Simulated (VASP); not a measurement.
A run of VASP 6.6.1 is set up as follows.

The input INCAR:

```
PREC = Accurate
ENCUT = 520
EDIFF = 1E-7
ISMEAR = -1
SIGMA = 0.05
LREAL = False
LASPH = True
NELM = 80
ALGO = Normal
ISIF = 2
LWAVE = False
LCHARG = False
GGA = PS
NBANDS = 12
```

Contents of KPOINTS:

```
Automatic mesh
0
Gamma
  16 16 16
```

The input POSCAR:

```
Nb
1.0
    0.0000000000      2.0855605234      2.0855605234
    2.0855605234      0.0000000000      2.0855605234
    2.0855605234      2.0855605234      0.0000000000
Nb
1
Direct
    0.0000000000      0.0000000000      0.0000000000
```

Potentials or basis: VASP PAW PBE potentials, release 64 (Nb_sv).

Run with:

```bash
$ cat potpaw_PBE.64/Nb_sv/POTCAR > POTCAR
$ mpirun -np 1 vasp_std > vasp.out
```

Question: Predict the pressure.

Answer: -0.3 GPa.

Caveat: the PAW data sets were made with another functional, which shifts forces and pressure a little.
